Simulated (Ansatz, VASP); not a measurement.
## Ta: VASP and Ansatz over several settings

```xyz
1
Lattice="-1.6730 1.6730 1.6730 1.6730 -1.6730 1.6730 1.6730 1.6730 -1.6730" Properties=species:S:1:pos:R:3 pbc="T T T"
Ta    0.0000    0.0000    0.0000
```

Single points on this cell with VASP 6.6.1 and Ansatz 0.2.0. Each row is one pair of runs. Alike in all rows: spin: off; smearing: fermi-dirac, width 0.05 eV.

```csv
level,k mesh,"VASP's potentials, cutoff","Ansatz's potentials, cutoff","gap on the k mesh at the Fermi level (eV), VASP","gap on the k mesh at the Fermi level (eV), Ansatz","pressure (GPa), VASP","pressure (GPa), Ansatz"
HSE06,6 × 6 × 6,"VASP PAW PBE potentials, release 64 (Ta_pv), 520 eV","Ansatz PAW, 420 eV",none,none,-4.5,-3.3
PBE0,6 × 6 × 6,"VASP PAW PBE potentials, release 64 (Ta_pv), 520 eV","Ansatz PAW, 420 eV",?,none,?,-4.0
r2SCAN,11 × 11 × 11,"VASP PAW PBE potentials, release 64 (Ta_sv_GW), 550 eV","Ansatz PAW, 500 eV",none,none,-8.2,-7.3
r2SCAN50,6 × 6 × 6,"VASP PAW PBE potentials, release 64 (Ta_sv_GW), 440 eV","Ansatz PAW, 500 eV",none,none,-,-
```

Task: Fill in what VASP gave in row 2.

Result: gap on the k mesh at the Fermi level (eV): none; pressure (GPa): -5.3.

VASP's potentials hold 11 valence electrons a cell and Ansatz's 13 in some rows, so a difference there can come from the potentials and not from the codes.

A gap of «none» marks a metal or a gap that the smearing closes.

The k mesh is coarse in some rows, so the values compare programs but aren't converged. Neither program's run includes spin-orbit coupling.
